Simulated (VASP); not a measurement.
Crystal: V.

```
CELL_PARAMETERS angstrom
-1.47500 1.47500 1.47500
1.47500 -1.47500 1.47500
1.47500 1.47500 -1.47500
ATOMIC_POSITIONS crystal
V 0.00000 0.00000 0.00000
```

| Property | Result |
| --- | --- |
| Program | VASP 6.6.1 |
| Task | relaxation of cell and atoms |
| Functional | PBE |
| Potentials or basis | VASP PAW PBE potentials, release 64 (V_sv) |
| Cutoff | 500 eV |
| k mesh | 20 × 20 × 20 |
| Occupations | gaussian, width 0.1 eV |
| Spin | no spin polarisation |

At the start: pressure 9.6 GPa; volume 12.84 Å³/atom.

Task: How do energy, volume and symmetry change on relaxing?

Result: Over 17 steps the energy falls by 18.0 meV/atom and the volume is 13.46 Å³/atom (+4.8 %); space group Im-3m (No. 229, to 0.05 Å).

The path:
| step | energy change (eV) | largest force (eV/Å) | pressure (GPa) | volume (Å³) |
| --- | --- | --- | --- | --- |
| 1 | 0.0000 | 0.0000 | 9.65 | 12.84 |
| 2 | 0.0118 | 0.0000 | -10.44 | 14.33 |
| 3 | -0.0180 | 0.0000 | -0.12 | 13.46 |
| 4 | -0.0180 | 0.0000 | 0.06 | 13.45 |
| 5 | -0.0180 | 0.0000 | 0.06 | 13.45 |
| 6 | -0.0180 | 0.0000 | 0.05 | 13.45 |
| 7 | -0.0180 | 0.0000 | 0.05 | 13.45 |
| 8 | -0.0180 | 0.0000 | 0.05 | 13.45 |
| 9 | -0.0180 | 0.0000 | 0.05 | 13.45 |
| 10 | -0.0180 | 0.0000 | 0.05 | 13.45 |
| 11 | -0.0180 | 0.0000 | 0.05 | 13.45 |
| 12 | -0.0180 | 0.0000 | 0.05 | 13.45 |
| 13 | -0.0180 | 0.0000 | 0.05 | 13.45 |
| 14 | -0.0180 | 0.0000 | 0.05 | 13.45 |
| 15 | -0.0180 | 0.0000 | 0.05 | 13.45 |
| 16 | -0.0180 | 0.0000 | 0.04 | 13.45 |
| 17 | -0.0180 | 0.0000 | 0.02 | 13.46 |

Final structure:
```yaml
crystal:
  lattice:
    - [-1.49834, 1.49834, 1.49834]
    - [1.49834, -1.49834, 1.49834]
    - [1.49834, 1.49834, -1.49834]
  atoms:
    - { symbol: V, position: [0.00000, 0.00000, 0.00000] }
```
